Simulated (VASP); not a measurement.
A run of VASP 6.6.1:

The input INCAR:

```
  PREC = Accurate
  ENCUT = 520
  EDIFF = 1E-6
  ISMEAR = -1
  SIGMA = 0.05
  LREAL = Auto
  LASPH = True
  NELM = 150
  ALGO = Normal
  ISIF = 2
  LWAVE = False
  LCHARG = False
  ISPIN = 2
  MAGMOM = 0 0 0 0 0 0 0 0 0 0 0 0 0 0 0 0 0 0 0 0 0 0 0 0 0 0 0 0 0 0 0 0 0 0 0 0 1
  LORBIT = 11
  GGA = PS
  NBANDS = 124
```

KPOINTS

```
Automatic mesh
0
Gamma
  2 2 1
```

Contents of POSCAR:

```
Si12HO24
1.0
   -2.4585000000      4.2582470000      5.4100000000
    4.9170000000      0.0000000000      5.4100000000
    4.9170000000      8.5164940000      0.0000000000
Si O H
12 24 1
Direct
    0.1129148708      0.5465306005      0.9425686897
    0.4337473227      0.9483044333      0.0515466534
    0.0173229358      0.0393868609      0.2768198581
    0.0784647287      0.5874502435      0.4489145186
    0.3906999718      0.9408711927      0.5500858707
   -0.0324265377     -0.0162610778      0.7898179940
    0.6073469957      0.0982537437      0.2101177407
    0.8978970147      0.4444135213      0.2851329116
    0.4801233582      0.4991927231      0.5013936662
    0.5790697941      0.0751631079      0.7204934080
    0.9187812254      0.4096106415      0.7720903230
    0.5160306939      0.5387567367     -0.0079124290
    0.3258770631      0.4980970589      0.9518864187
    0.2231973264      0.0497786440      0.1515495290
    0.9499192667      0.4906537462      0.1025080429
    0.5871143651      0.3558431210      0.1322635836
    0.9524852300      0.2163317756      0.3507995927
    0.6272326742      0.9286638137      0.1213161597
    0.3208470524      0.4736261453      0.4381091564
    0.1360883170      0.0411944926      0.6193044147
    0.9043104264      0.5273161910      0.5986645255
    0.5237249313      0.3144451241      0.6457293204
    0.9196063010      0.1815397249      0.8511940744
    0.4807947480      0.9466359359      0.6796878160
    0.8635453494      1.0370276636      0.1990972584
    0.6733375267      0.5439267986      0.3507854872
    0.4083279410      0.0808402660      0.3728457708
    0.0442291892      0.8438299605      0.4085673268
    0.4621447935      0.7096112139      0.5321994379
    0.0607782267      0.5195360062      0.3183576831
    0.8104746935      0.9771408333      0.7256153257
    0.7050089766      0.5530316888      0.8440324904
    0.4660871563      0.0831734721      0.8838949179
    0.0663600802      0.7957840973      0.9000561015
    0.4580394875      0.7191693850      0.0810726487
    0.1076021436      0.4555032169      0.8039110337
    0.7475163576      0.8176592432      0.5427574672
```

Potentials or basis: VASP PAW PBE potentials, release 64 (Si, O, H).

Command:

```bash
$ cat potpaw_PBE.64/Si/POTCAR potpaw_PBE.64/O/POTCAR potpaw_PBE.64/H/POTCAR > POTCAR
$ mpirun -np 1 vasp_std > vasp.out
```

Hardware: 1 thread of AMD EPYC 9R45 96-Core Processor (Zen 5), on a shared host.

Task: How long does it take, and how much memory?

Result: It took 11 min on 1 thread of AMD EPYC 9R45 96-Core Processor (Zen 5), on a shared host, peak memory 0.81 GiB. Counts: scf iterations 17, k points 4.
